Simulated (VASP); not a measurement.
Set up this calculation in VASP 6.6.1, as the native input.

| Item | Value |
| --- | --- |
| Task | single point |
| Functional | PBE |
| Potentials or basis | VASP PAW PBE potentials, release 64 (Mo_sv, Se) |
| Cutoff | 520 eV |
| k mesh | 10 × 10 × 6 |
| Occupations | gaussian, width 0.05 eV |
| Spin | collinear spin, ferromagnetic start |
| Starting moments | [0.05, 0.05, 0.0, 0.0] μB |
| Dipole correction | no |
| Further INCAR settings | ALGO = Normal; EDIFF = 1e-06; NBANDS = 32 |

The structure of MoSe lies in POSCAR:

```
MoSe
1.0
    4.0055949149      0.0000000000      0.0000000000
   -2.0027974575      3.4689469536      0.0000000000
    0.0000000000      0.0000000000      5.0609074134
Mo Se
2 2
Direct
    0.0000000000      0.0000000000      0.0000000000
    0.0000000000      0.0000000000      0.5000000000
    0.3333333333      0.6666666667      0.2500000000
    0.6666666667      0.3333333333      0.7500000000
```

This cell differs from its parent crystal: volume scaled by 0.960.

The input as run:

INCAR

```
SYSTEM = MoSe
PREC = Accurate
ENCUT = 520
EDIFF = 1E-6
ISMEAR = 0
SIGMA = 0.05
LREAL = .FALSE.
LASPH = .TRUE.
NELM = 150
ALGO = Normal
ISIF = 2
LWAVE = .FALSE.
LCHARG = .TRUE.
ISPIN = 2
MAGMOM = 0.05 0.05 0 0
LORBIT = 11
LMAXMIX = 4
GGA = PE
LELF = .TRUE.
LVHAR = .TRUE.
NBANDS = 32
```

KPOINTS

```
Automatic mesh
0
G
  10 10 6
  0 0 0
```

Potentials or basis: VASP PAW PBE potentials, release 64 (Mo_sv, Se).

Command:

```bash
$ cat potpaw_PBE.64/Mo_sv/POTCAR potpaw_PBE.64/Se/POTCAR > POTCAR
$ mpirun -np 1 vasp_std > vasp.out
```

Results of the run:

```json
{
  "Pressure": "6.7 GPa",
  "Band gap on the k mesh": "zero (filled and empty bands overlap)",
  "Net moment": "0.00 μB per cell",
  "Valence electrons inside the program's atomic spheres": "Mo 12.57; Se 3.91"
}
```

It took 110 s on 1 thread of AMD EPYC 9R45 96-Core Processor (Zen 5) (shared host), peak memory 0.3 GiB.
